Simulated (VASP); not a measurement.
Write the native input for VASP 6.6.1 that does the following.

```
Task                   : single point
Functional             : LDA
Potentials or basis    : VASP PAW LDA potentials, release 64 (Be)
Cutoff                 : 520 eV
k mesh                 : 8 × 8 × 4
Occupations            : fermi-dirac, width 0.1 eV
Spin                   : no spin polarisation
Dipole correction      : no
Further INCAR settings : ALGO = Normal; EDIFF = 1e-06; NBANDS = 9
```

The structure of Be lies in POSCAR:

```
Be
1.0
    2.2295160349      0.0000000000      0.0000000000
   -1.1147580175      1.9308175243      0.0000000000
    0.0000000000      0.0000000000      3.5083258361
Be
2
Direct
    0.3333333333      0.6666666667      0.2500000000
    0.6666666667      0.3333333333      0.7500000000
```

The input as run:

INCAR

```
  PREC = Accurate
  ENCUT = 520
  EDIFF = 1E-6
  ISMEAR = -1
  SIGMA = 0.1
  LREAL = F
  LASPH = T
  NELM = 100
  ALGO = Normal
  ISIF = 2
  LWAVE = F
  LCHARG = F
  GGA = CA
  NBANDS = 9
```

KPOINTS

```
Automatic mesh
0
Gamma
  8 8 4
```

Potentials or basis: VASP PAW LDA potentials, release 64 (Be).

The run is started by

```bash
$ cat potpaw_LDA.64/Be/POTCAR > POTCAR
$ mpirun -np 1 vasp_std > vasp.out
```

It gave:

```yaml
Pressure: 0.5 GPa
Band_gap_on_the_k_mesh: zero (band 2 reaches 7.94 eV, above the bottom of band 3 at 7.89 eV)
```

Caveat: the k points lie up to 0.45 Å⁻¹ apart.

It took 3.4 s on 1 thread of Intel(R) Xeon(R) Platinum 8259CL CPU @ 2.50GHz (Skylake/Cascade Lake), with other jobs on the host, peak memory 0.11 GiB.
